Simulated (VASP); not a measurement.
# Pb (Fm-3m) in VASP: further runs

Pb is run at these levels: LDA; tasks: single point, relaxation of cell and atoms.

Program: VASP 6.6.1. These are calculated values, not measurements. Logs are shortened: lines on timing, memory, paths and dates and some standing lists are left out, and cuts for length are marked.

### Step 1. The cell of the first run

The structure is cubic, space group Fm-3m (No. 225). The conventional cell has a = 4.875 Å, b = 4.875 Å, c = 4.875 Å, α = 90.00°, β = 90.00°, γ = 90.00°. Pb (site symmetry m-3m) has 12 Pb at 3.45 Å within 4.5 Å.

### Step 2. Single point, LDA

Contents of INCAR:

```
SYSTEM = Pb
PREC     = Accurate       ! precision mode
ENCUT    = 520            ! plane-wave cutoff, eV
EDIFF    = 1E-6           ! SCF threshold, eV
ISMEAR   = -1             ! smearing method
SIGMA    = 0.1            ! smearing width, eV
LREAL    = .False.        ! projectors in reciprocal space
LASPH    = .True.         ! aspherical terms in the spheres
NELM     = 100            ! most SCF steps
ALGO     = Normal         ! electronic algorithm
ISIF     = 2              ! what is computed and relaxed
LWAVE    = .False.        ! write WAVECAR
LCHARG   = .True.         ! write CHGCAR
GGA      = CA             ! functional
LELF     = .True.         ! ELF
LVHAR    = .True.       
NBANDS   = 13             ! bands
```

Contents of KPOINTS:

```
regular mesh
0
Gamma
  16 16 16
  0 0 0
```

Contents of POSCAR:

```
Pb
1.0
    0.0000000000      2.4375492138      2.4375492138
    2.4375492138      0.0000000000      2.4375492138
    2.4375492138      2.4375492138      0.0000000000
Pb
1
Direct
    0.0000000000      0.0000000000      0.0000000000
```

Potentials or basis: VASP PAW LDA potentials, release 64 (Pb_d).

On the command line:

```sh
$ cat potpaw_LDA.64/Pb_d/POTCAR > POTCAR
$ mpirun -np 1 vasp_std > vasp.out
```

OUTCAR:

```text
SYSTEM = Pb
   PREC = Accurate
   ENCUT = 520
   EDIFF = 1E-6
   ISMEAR = -1
   LREAL = .False.
   LASPH = .True.
   NELM = 100
   ISIF = 2
   GGA = CA

 ion  position               nearest neighbor table
   1  0.000  0.000  0.000-

  LATTYP: Found a face centered cubic cell.
 ALAT       =     4.8750984276

  Lattice vectors:

 A1 = (   0.0000000000,   2.4375492138,   2.4375492138)
 A2 = (   2.4375492138,   0.0000000000,   2.4375492138)
 A3 = (   2.4375492138,   2.4375492138,   0.0000000000)

Analysis of symmetry for initial positions (statically):
=====================================================================
 Subroutine PRICEL returns:
 Original cell was already a primitive cell.

 Routine SETGRP: Setting up the symmetry group for a
 face centered cubic supercell.

 Subroutine GETGRP returns: Found 48 space group operations
 (whereof 48 operations were pure point group operations)
 out of a pool of 48 trial point group operations.

The static configuration has the point symmetry O_h .

Analysis of symmetry for dynamics (positions and initial velocities):
=====================================================================
 Subroutine PRICEL returns:
 Original cell was already a primitive cell.

 Routine SETGRP: Setting up the symmetry group for a
 face centered cubic supercell.

 Subroutine GETGRP returns: Found 48 space group operations
 (whereof 48 operations were pure point group operations)
 out of a pool of 48 trial point group operations.

The dynamic configuration has the point symmetry O_h .

 Subroutine INISYM returns: Found 48 space group operations
 (whereof 48 operations are pure point group operations),
 and found     1 'primitive' translations

----------------------------------------------------------------------------------------

                                     Primitive cell

  volume of cell :      28.9661

  direct lattice vectors                    reciprocal lattice vectors
     0.000000000  2.437549214  2.437549214    -0.205124064  0.205124064  0.205124064
     2.437549214  0.000000000  2.437549214     0.205124064 -0.205124064  0.205124064
     2.437549214  2.437549214  0.000000000     0.205124064  0.205124064 -0.205124064

  length of vectors
     3.447215157  3.447215157  3.447215157     0.355285300  0.355285300  0.355285300

  position of ions in fractional coordinates (direct lattice)
     0.000000000  0.000000000  0.000000000

  ion indices of the primitive-cell ions
   primitive index   ion index
                 1           1

----------------------------------------------------------------------------------------

 KPOINTS: regular mesh

Automatic generation of k-mesh.
 Grid dimensions read from file:
 generate k-points for:   16   16   16

 Generating k-lattice:

  Cartesian coordinates                     Fractional coordinates (reciprocal lattice)
    -0.012820254  0.012820254  0.012820254     0.062500000  0.000000000  0.000000000
     0.012820254 -0.012820254  0.012820254     0.000000000  0.062500000  0.000000000
     0.012820254  0.012820254 -0.012820254     0.000000000  0.000000000  0.062500000

  Length of vectors
     0.022205331  0.022205331  0.022205331

  Shift w.r.t. Gamma in fractional coordinates (k-lattice)
     0.000000000  0.000000000  0.000000000

 Subroutine IBZKPT returns following result:
 ===========================================

 Found    145 irreducible k-points:

 Following reciprocal coordinates:
            Coordinates               Weight
  0.000000  0.000000  0.000000      1.000000
  0.062500  0.000000  0.000000      8.000000
  0.125000  0.000000  0.000000      8.000000
  0.187500  0.000000  0.000000      8.000000
  0.250000  0.000000  0.000000      8.000000
  0.312500  0.000000  0.000000      8.000000
[... 16 lines left out ...]
 -0.125000  0.062500  0.000000     24.000000
 -0.062500  0.062500  0.000000     12.000000
 [... further k-points ...]
   k-points           NKPTS =    145   k-points in BZ     NKDIM =    145   number of bands    NBANDS=     13
   number of dos      NEDOS =    301   number of ions     NIONS =      1
   total plane-waves  NPLWV =  21952
   dimension x,y,z NGX =    28 NGY =   28 NGZ =   28
   dimension x,y,z NGXF=    56 NGYF=   56 NGZF=   56
   ions per type =               1
   NGX,Y,Z   is equivalent  to a cutoff of  13.50, 13.50, 13.50 a.u.
   NGXF,Y,Z  is equivalent  to a cutoff of  27.01, 27.01, 27.01 a.u.
 SYSTEM =  Pb
   PREC   = accura    normal or accurate (medium, high low for compatibility)
   ISTART =      0    job   : 0-new  1-cont  2-samecut
   ICHARG =      2    charge: 1-file 2-atom 10-const
   ISPIN  =      1    spin polarized calculation?
   LNONCOLLINEAR =      F non collinear calculations
   LSORBIT =      F    spin-orbit coupling
   LASPH  =      T    aspherical Exc in radial PAW
   ENCUT  =  520.0 eV  38.22 Ry    6.18 a.u.   6.41  6.41  6.41*2*pi/ulx,y,z
   NELM   =    100;   NELMIN=  2; NELMDL= -5     # of ELM steps
   EDIFF  = 0.1E-05   stopping-criterion for ELM
   LREAL  =      F    real-space projection
   EDIFFG = 0.1E-04   stopping-criterion for IOM
   NSW    =      0    number of steps for IOM
   IBRION =     -1    ionic relax: 0-MD 1-quasi-New 2-CG
   NFREE  =      0    steps in history (QN), initial steepest desc. (CG)
   ISIF   =      2    stress and relaxation
   ISYM   =      2    0-nonsym 1-usesym 2-fastsym
   POTIM  = 0.5000    time-step for ionic-motion
   TEBEG  =    0.0;   TEEND  =   0.0 temperature during run
   PSTRESS=    0.0 pullay stress
   NELECT =      14.0000    total number of electrons
   NUPDOWN=      -1.0000    fix difference up-down
   EMIN   =  10.00;   EMAX   =-10.00  energy-range for DOS
   EFERMI =   0.00;   METHOD = LEGACY
   ISMEAR =    -1;   SIGMA  =   0.10  broadening in eV -4-tet -1-fermi 0-gaus
   EFERMI_NEDOS =   21; number of points for ismear=-14 and -15
   IALGO  =     38    algorithm
   IMIX   =      4    mixing-type and parameters
     AMIX     =   0.40;   BMIX     =  1.00
     AMIX_MAG =   1.60;   BMIX_MAG =  1.00
  volume/ion in A,a.u.               =      28.97       195.47
  Fermi-wavevector in a.u.,A,eV,Ry     =   1.284756  2.427838 22.457762  1.650599
  Thomas-Fermi vector in A             =   2.416931
   LORBIT       =      0    0 simple, 1 ext, 2 COOP (PROOUT), +10 PAW based schemes
   GGA     = CA    functional components
   LHFCALC =     F    Hartree Fock is set to
   AEXX    =    0.0000 exact exchange contribution
   IVDW    =     0    specifies the selected vdW correction
   LEPSILON=     F    determine dielectric tensor
   LRPA    =     F    only Hartree local field effects (RPA)
 non-spin polarized calculation
  energy-cutoff  :      520.00
  volume of cell :       28.97
 maximum number of plane-waves:       799
 NGX is ok and might be reduce to    28
   NGX = 13   NGY = 13   NGZ = 13

 number of electron      13.9999999 magnetization

 Free energy of the ion-electron system (eV)
  ---------------------------------------------------
  ext. energy  EPLUGINS =         0.00000000
  ---------------------------------------------------
  free energy    TOTEN  =        -4.26313550 eV

  energy without entropy =       -4.24841862  energy(sigma->0) =       -4.25577706

 E-fermi :   7.5795     XC(G=0): -10.6757

 val. band max:        7.5565574876   @ k =  -0.4375   0.3750   0.1875
 cond. band min:       7.6443927499   @ k =  -0.3125   0.3125   0.1250
 fundamental gap:      0.0878352623
 Fermi energy:         7.5794750987

 k-point     1 :       0.0000    0.0000    0.0000
  band No.  band energies     occupation
      1      -9.5112      2.00000
      2      -9.5112      2.00000
      3      -9.5112      2.00000
      4      -9.3472      2.00000
      5      -9.3472      2.00000
      6      -4.5502      2.00000
      7      15.2498      0.00000
      8      15.2498      0.00000
      9      15.2498      0.00000
     10      17.3853      0.00000
     11      19.5916      0.00000
     12      20.3945      0.00000
     13      20.3945      0.00000

 k-point     2 :       0.0625    0.0000    0.0000
  band No.  band energies     occupation
      1      -9.5115      2.00000
      2      -9.5046      2.00000
      3      -9.5046      2.00000
      4      -9.3478      2.00000
      5      -9.3478      2.00000
      6      -4.4714      2.00000
      7      14.2767      0.00000
      8      15.1508      0.00000
      9      15.1508      0.00000
     10      17.2234      0.00000
     11      19.9664      0.00000
     12      20.5682      0.00000
     13      20.5682      0.00000

 k-point     3 :       0.1250    0.0000    0.0000
  band No.  band energies     occupation
      1      -9.5130      2.00000
      2      -9.4882      2.00000
      3      -9.4882      2.00000
      4      -9.3469      2.00000
      5      -9.3469      2.00000
      6      -4.2346      2.00000
      7      12.3705      0.00000
      8      14.8891      0.00000
      9      14.8891      0.00000
     10      17.0287      0.00000
     11      20.5149      0.00000
     12      21.0358      0.00000
     13      21.0359      0.00000
[... 305 lines left out ...]
 k-point    23 :      -0.1250    0.0625    0.0000
  band No.  band energies     occupation
      1      -9.5171      2.00000
      2      -9.4784      2.00000
      3      -9.4729      2.00000
      4      -9.3603      2.00000
      5      -9.3305      2.00000
      6      -4.0502      2.00000
      7      11.6604      0.00000
      8      13.5590      0.00000
      9      15.2829      0.00000
     10      17.3118      0.00000
     11      19.9499      0.00000
     12      20.6116      0.00000
     13      20.6208      0.00000

 k-point    24 :      -0.0625    0.0625    0.0000
  band No.  band energies     occupation
      1      -9.5148      2.00000
      2      -9.4966      2.00000
      3      -9.4895      2.00000
      4      -9.3554      2.00000
      5      -9.3413      2.00000
      6      -4.3400      2.00000
      7      13.4194      0.00000
      8      14.2291      0.00000
      9      15.3451      0.00000
     10      17.2298      0.00000
     11      20.0236      0.00000
     12      20.4723      0.00000
     13      21.1770      0.00000

 [... further k-points ...]

------------------------ aborting loop because EDIFF is reached ----------------------------------------

  FORCE on cell =-STRESS in cart. coord.  units (eV):
  Direction    XX          YY          ZZ          XY          YZ          ZX
  --------------------------------------------------------------------------------------
  -------------------------------------------------------------------------------------
  Total        0.0388175      0.0388175      0.0388175     -0.0000000      0.0000000     -0.0000000
  in kB        2.1470761      2.1470761      2.1470761     -0.0000000      0.0000000     -0.0000000
  external PRESSURE =       2.1470761 kB  Pullay stress =       0.0000000 kB

 VOLUME and BASIS-vectors are now :
 -----------------------------------------------------------------------------
  energy-cutoff  :      520.00
  volume of cell :       28.97
      direct lattice vectors                 reciprocal lattice vectors
     0.000000000  2.437549214  2.437549214    -0.205124064  0.205124064  0.205124064
     2.437549214  0.000000000  2.437549214     0.205124064 -0.205124064  0.205124064
     2.437549214  2.437549214  0.000000000     0.205124064  0.205124064 -0.205124064

 POSITION                                       TOTAL-FORCE (eV/Angst)
 -----------------------------------------------------------------------------------
      0.00000      0.00000      0.00000         0.000000     -0.000000      0.000000
 -----------------------------------------------------------------------------------
    total drift:                               -0.000000     -0.000000     -0.000000

  FREE ENERGIE OF THE ION-ELECTRON SYSTEM (eV)
  ---------------------------------------------------
  free  energy   TOTEN  =        -4.2631355018 eV

  energy  without entropy=       -4.2484186154  energy(sigma->0) =       -4.25577706
```

Run time: 21 s. Hardware: 1 thread of AMD EPYC 9R45 (Zen 5), shared host; peak memory 0.14 GiB.

Results:

```yaml
Free_energy: -4.2631 eV
Pressure: 0.2 GPa
Band_gap_on_the_k_mesh: zero (band 7 reaches 15.25 eV, above the bottom of band 8 at 5.74 eV)
```

Caveat: spin-orbit coupling is left out, which moves the levels of the heavy elements.

### Step 3. Single point, LDA

Contents of INCAR:

```
SYSTEM = Pb
  PREC = Accurate
  ENCUT = 520
  EDIFF = 1E-6
  ISMEAR = -1
  SIGMA = 0.1
  LREAL = .FALSE.
  LASPH = .TRUE.
  NELM = 100
  ALGO = Normal
  ISIF = 2
  LWAVE = .FALSE.
  LCHARG = .TRUE.
  GGA = CA
  LELF = .TRUE.
  LVHAR = .TRUE.
  NBANDS = 13
```

Contents of KPOINTS:

```
Automatic mesh
0
G
  18 18 18
  0 0 0
```

POSCAR is that of step 2.

Potentials or basis: VASP PAW LDA potentials, release 64 (Pb_d).

On the command line:

```sh
$ cat potpaw_LDA.64/Pb_d/POTCAR > POTCAR
$ mpirun -np 1 vasp_std > vasp.out
```

Run time: 31 s. Hardware: 1 thread of AMD EPYC 9R45 (Zen 5), shared host; peak memory 0.16 GiB.

It converged, with:

| Quantity | Value |
| --- | --- |
| Free energy | -4.2604 eV |
| Pressure | 0.2 GPa |
| Band gap on the k mesh | zero (band 7 reaches 15.25 eV, above the bottom of band 8 at 5.89 eV) |

Levels at points of the mesh, in eV from the Fermi level:
| k point | band 5 | band 6 | band 7 | band 8 | band 9 | band 10 |
| --- | --- | --- | --- | --- | --- | --- |
| (0.00, 0.00, 0.00) | -16.93 | -12.13 | 7.67 | 7.67 | 7.67 | 9.81 |
| (0.50, 0.00, 0.00) | -16.77 | -8.24 | -4.48 | 5.73 | 5.73 | 9.29 |
| (0.50, 0.50, 0.00) | -16.73 | -6.72 | -3.50 | 2.02 | 2.02 | 5.56 |

Caveat: spin-orbit coupling is left out, which moves the levels of the heavy elements.

### Step 4. Single point, LDA

Contents of INCAR:

```
SYSTEM = Pb
ALGO = Normal
EDIFF = 1E-6
ENCUT = 520
GGA = CA
ISIF = 2
ISMEAR = -1
LASPH = .TRUE.
LCHARG = .FALSE.
LREAL = .FALSE.
LWAVE = .FALSE.
NBANDS = 13
NELM = 60
PREC = Accurate
SIGMA = 0.1
```

Contents of KPOINTS:

```
k-points
0
G
  11 11 11
  0 0 0
```

Contents of POSCAR:

```
Pb
1.0
    0.0000000000      2.4375492124      2.4375492124
    2.4375492124      0.0000000000      2.4375492124
    2.4375492124      2.4375492124      0.0000000000
Pb
1
Direct
    0.0000000000      0.0000000000      0.0000000000
```

On the command line:

```sh
$ cat potpaw_LDA.64/Pb_d/POTCAR > POTCAR
$ mpirun -np 1 vasp_std > vasp.out
```

Run time: 12 s. Hardware: 1 thread of Intel Xeon 6975P-C (Granite Rapids), shared host; peak memory 0.15 GiB.

The run converged. Its results:

| Property | Result |
| --- | --- |
| Free energy | -4.2648 eV |
| Pressure | 0.0 GPa |
| Band gap on the k mesh | zero (band 7 reaches 15.25 eV, above the bottom of band 8 at 6.00 eV) |

Levels at points of the mesh, in eV from the Fermi level:
```
           k point  band 4  band 5  band 6  band 7  band 8  band 9  band 10  band 11
(0.00, 0.00, 0.00)  -16.95  -16.95  -12.15    7.65    7.65    7.65     9.78    11.99
```

Caveat: spin-orbit coupling is left out, which moves the levels of the heavy elements.

### Step 5. Single point, LDA (volume scaled by 0.88)

Contents of INCAR:

```
SYSTEM = Pb
PREC = Accurate ; ENCUT = 520
EDIFF = 1E-6 ; ISMEAR = -1
SIGMA = 0.1 ; LREAL = .False.
LASPH = .True. ; NELM = 60
ALGO = Normal ; ISIF = 2
LWAVE = .False. ; LCHARG = .False.
NBANDS = 13
```

Contents of KPOINTS:

```
Automatic mesh
0
Gamma
  18 18 18
  0 0 0
```

Contents of POSCAR:

```
Pb
1.0
    0.0000000000      2.3358643398      2.3358643398
    2.3358643398      0.0000000000      2.3358643398
    2.3358643398      2.3358643398      0.0000000000
Pb
1
Direct
    0.0000000000      0.0000000000      0.0000000000
```

On the command line:

```sh
$ cat potpaw_LDA.64/Pb_d/POTCAR > POTCAR
$ mpirun -np 1 vasp_std > vasp.out
```

It took 29 s on 1 thread of Intel Xeon 6975P-C (Granite Rapids), shared host; peak memory 0.18 GiB.

It converged, with:

```yaml
Free_energy: -4.1637 eV
Pressure: 9.6 GPa
Band_gap_on_the_k_mesh: zero (band 7 reaches 17.92 eV, above the bottom of band 8 at 7.22 eV)
```

Levels at points of the mesh, in eV from the Fermi level:
| k point | band 3 | band 4 | band 5 | band 6 | band 7 | band 8 | band 9 | band 10 | band 11 | band 12 |
| --- | --- | --- | --- | --- | --- | --- | --- | --- | --- | --- |
| (0.00, 0.00, 0.00) | -17.28 | -17.04 | -17.04 | -13.16 | 8.70 | 8.70 | 8.70 | 9.78 | 13.62 | 13.83 |
| (0.50, 0.00, 0.00) | -17.26 | -16.82 | -16.82 | -8.40 | -5.21 | 6.45 | 6.45 | 9.27 | 11.19 | 12.30 |
| (0.50, 0.50, 0.00) | -16.84 | -16.77 | -16.77 | -6.54 | -4.10 | 2.11 | 2.11 | 5.99 | 7.28 | 19.06 |

Caveat: the cell differs from its parent crystal (volume scaled by 0.88); spin-orbit coupling is left out, which moves the levels of the heavy elements.

### Step 6. Relaxation of cell and atoms, LDA

This run uses another cell than the first one, of 30.33 Å³/atom, 1.047 times its volume.

Contents of INCAR:

```
  ALGO = Normal
  EDIFF = 1E-7
  EDIFFG = -0.01
  ENCUT = 600
  GGA = CA
  IBRION = 2
  ISIF = 3
  ISMEAR = -1
  LASPH = T
  LCHARG = F
  LREAL = F
  LWAVE = F
  NELM = 80
  NSW = 80
  PREC = Accurate
  SIGMA = 0.1
```

Contents of KPOINTS:

```
k-points
0
Gamma
  11 11 11
```

Contents of POSCAR:

```
Pb
1.0
    0.0000000000      2.4752500000      2.4752500000
    2.4752500000      0.0000000000      2.4752500000
    2.4752500000      2.4752500000      0.0000000000
Pb
1
Direct
    0.0000000000      0.0000000000      0.0000000000
```

Potentials or basis: VASP PAW LDA potentials, release 64 (Pb_d).

On the command line:

```sh
$ cat potpaw_LDA.64/Pb_d/POTCAR > POTCAR
$ mpirun -np 1 vasp_std > vasp.out
```

Run time: 25 s. Hardware: 1 thread of Intel Xeon 6975P-C (Granite Rapids), shared host; peak memory 0.16 GiB.

It converged, with:

```
Free energy                            : -4.2650 eV
Relaxed volume                         : 29.04 Å³/atom
Relaxed cell                           : a = 3.450 Å, b = 3.450 Å, c = 3.450 Å, α = 60.00°, β = 60.00°, γ = 60.00°
Space group after relaxing (to 0.05 Å) : Fm-3m (No. 225)
Energy gained by relaxing              : 8.7 meV/atom
Ionic steps                            : 3
Pressure after relaxing                : 0.0 GPa
Band gap on the k mesh                 : zero (band 7 reaches 15.20 eV, above the bottom of band 8 at 5.98 eV)
```

The path:
```
step  energy change (eV)  largest force (eV/Å)  pressure (GPa)  volume (Å³)
   1              0.0000                0.0000           -2.05        30.33
   2             -0.0078                0.0000            0.71        28.66
   3             -0.0087                0.0000            0.00        29.04
```

Final structure:
```
Pb
1.0
     0.00000    2.43948    2.43948
     2.43948    0.00000    2.43948
     2.43948    2.43948    0.00000
Pb
1
Direct
  0.00000 0.00000 0.00000
```

Levels at points of the mesh, in eV from the Fermi level:
| k point | band 4 | band 5 | band 6 | band 7 | band 8 | band 9 | band 10 | band 11 |
| --- | --- | --- | --- | --- | --- | --- | --- | --- |
| (0.00, 0.00, 0.00) | -16.95 | -16.95 | -12.14 | 7.63 | 7.63 | 7.63 | 9.78 | 11.96 |

Caveat: spin-orbit coupling is left out, which moves the levels of the heavy elements.

### Step 7. Summary

| task | cell | k mesh | cutoff (eV) | gap on the mesh (eV) | pressure (GPa) |
| --- | --- | --- | --- | --- | --- |
| single point | a = 3.447 Å, angles 60.0°, 1 atom | 16 × 16 × 16 | 520 | none | 0.2 |
| single point | a = 3.447 Å, angles 60.0°, 1 atom | 18 × 18 × 18 | 520 | none | 0.2 |
| single point | a = 3.447 Å, angles 60.0°, 1 atom | 11 × 11 × 11 | 520 | none | 0.0 |
| single point | a = 3.303 Å, angles 60.0°, 1 atom | 18 × 18 × 18 | 520 | none | 9.6 |
| relaxation of cell and atoms | relaxed from a = 3.501 Å, angles 60.0°, 1 atom | 11 × 11 × 11 | 600 | none | 0.0 |

Alike in all rows: level LDA; potentials or basis VASP PAW LDA potentials, release 64 (Pb_d); no spin polarisation; smearing fermi-dirac 0.1 eV.

Every run on the cell as given and a fine mesh finds a metal.

Caveats: spin-orbit coupling is left out, which moves the levels of the heavy elements.

Total energies depend on the potentials used, so only differences within one code and one set of settings carry meaning.
